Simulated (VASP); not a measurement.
Set up this calculation in VASP 6.6.1, as the native input.

```yaml
Task: single point
Functional: PBEsol
Potentials_or_basis: VASP PAW PBE potentials, release 64 (Mg, Mo_sv)
Cutoff: 520 eV
k_mesh: 13 × 13 × 13
Occupations: fermi-dirac, width 0.03 eV
Spin: no spin polarisation
Dipole_correction: no
Further_INCAR_settings: ALGO = Normal; EDIFF = 1e-06; NBANDS = 15
```

The structure of MgMo (L11 type) lies in POSCAR:

```
MgMo
1.0
    1.3793569998     -0.7963721351      4.7775338961
    0.0000000000      1.5927442703      4.7775338961
   -1.3793569998     -0.7963721351      4.7775338961
Mg Mo
1 1
Direct
    0.0000000000      0.0000000000      0.0000000000
    0.5000000000      0.5000000000      0.5000000000
```

This cell differs from its parent crystal: volume scaled by 0.9405.

These files were run (other wordings do the same):

INCAR

```
PREC = Accurate ; ENCUT = 520
EDIFF = 1E-6 ; ISMEAR = -1
SIGMA = 0.03 ; LREAL = F
LASPH = T ; NELM = 60
ALGO = Normal ; ISIF = 2
LWAVE = F ; LCHARG = F
GGA = PS ; NBANDS = 15
```

KPOINTS

```
Automatic mesh
0
Gamma
  13 13 13
```

Potentials or basis: VASP PAW PBE potentials, release 64 (Mg, Mo_sv).

Command:

```console
$ cat potpaw_PBE.64/Mg/POTCAR potpaw_PBE.64/Mo_sv/POTCAR > POTCAR
$ mpirun -np 1 vasp_std > vasp.out
```

Results of the run:

```yaml
Pressure: 9.3 GPa
Band_gap_on_the_k_mesh: zero (band 8 reaches 9.36 eV, above the bottom of band 9 at 7.58 eV)
```

Caveat: the PAW data sets were made with another functional, which shifts forces and pressure a little.

Wall time 110 s on 1 thread of Intel(R) Xeon(R) 6975P-C (Granite Rapids), on a shared host, peak memory 0.32 GiB.
